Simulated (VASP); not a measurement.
H, 2 atoms in the cell. It takes space group I4/mmm (No. 139, tetragonal). The conventional cell has a = 2.443 Å, b = 2.443 Å, c = 3.399 Å, α = 90.00°, β = 90.00°, γ = 90.00°. H (site symmetry 4mm) has 1 H at 0.72 Å within 1.0 Å. 

- Program: VASP 6.6.1
- Task: relaxation of cell and atoms
- Functional: r2SCAN
- Potentials or basis: VASP PAW PBE potentials, release 64 (H)
- Cutoff: 600 eV
- k mesh: 14 × 14 × 14
- Occupations: gaussian, width 0.02 eV
- Spin: no spin polarisation
- Target pressure: 15 GPa
- Dipole correction: no
- Further INCAR settings: ALGO = Normal; EDIFF = 1e-07; IBRION = 2; EDIFFG = -0.008; NSW = 70; ISIF = 3

Potentials or basis: VASP PAW PBE potentials, release 64 (H).

Launch:

```console
$ cat potpaw_PBE.64/H/POTCAR > POTCAR
$ cp INCAR.step1 INCAR
$ mpirun -np 1 vasp_std > vasp.out
$ cp INCAR.step2 INCAR
$ mpirun -np 1 vasp_std > vasp.out
```

Hardware: 1 thread of Intel(R) Xeon(R) 6975P-C (Granite Rapids), on a shared host.

Question: Estimate the wall time of this run.

Answer: It took 3.5 min on 1 thread of Intel(R) Xeon(R) 6975P-C (Granite Rapids) (shared host), peak memory 0.12 GiB. Counts: k points 244, ion steps 9.
